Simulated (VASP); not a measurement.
Crystal: Br.

```xyz
4
Lattice="3.5608 -1.9883 0.0000 3.5608 1.9883 0.0000 0.0000 0.0000 8.4496" Properties=species:S:1:pos:R:3 pbc="T T T"
Br    3.5608   -1.3750    1.0145
Br    3.5608   -0.6134    5.2393
Br    3.5608    1.3750    7.4352
Br    3.5608    0.6134    3.2103
```

| Item | Value |
| --- | --- |
| Program | VASP 6.6.1 |
| Task | relaxation of shape and atoms at fixed volume |
| Functional | PBEsol |
| Potentials or basis | VASP PAW PBE potentials, release 64 (Br) |
| Cutoff | 600 eV |
| k mesh | 8 × 8 × 4 |
| Occupations | gaussian, width 0.02 eV |
| Spin | no spin polarisation |

At the start: pressure 1.2 GPa; volume 29.91 Å³/atom.

Problem. Where does the relaxation end?

Solution. Over 7 steps the energy falls by 2.8 meV/atom; space group Cmce (No. 64, to 0.1 Å) before and after.

The path:
```
step  energy change (eV)  largest force (eV/Å)  pressure (GPa)  volume (Å³)
   1              0.0000                0.2107            1.20       119.65
   2             -0.0101                0.0780            0.21       119.65
   3             -0.0103                0.0468            0.34       119.65
   4             -0.0108                0.0286            0.31       119.65
   5             -0.0111                0.0078            0.26       119.65
   6             -0.0111                0.0053            0.26       119.65
   7             -0.0112                0.0048            0.26       119.65
```

Final structure:
```cif
data_structure
_symmetry_space_group_name_H-M 'P 1'
_symmetry_Int_Tables_number 1
_cell_length_a 4.0419
_cell_length_b 4.0419
_cell_length_c 8.5307
_cell_angle_alpha 90.000
_cell_angle_beta 90.000
_cell_angle_gamma 59.150
_cell_volume 119.65
loop_
_atom_site_label
_atom_site_type_symbol
_atom_site_fract_x
_atom_site_fract_y
_atom_site_fract_z
_atom_site_occupancy
Br1 Br 0.84408 0.15592 0.12016 1
Br2 Br 0.65592 0.34408 0.62016 1
Br3 Br 0.15592 0.84408 0.87984 1
Br4 Br 0.34408 0.65592 0.37984 1
```

Caveat: the PAW data sets were made with another functional, which shifts forces and pressure a little.
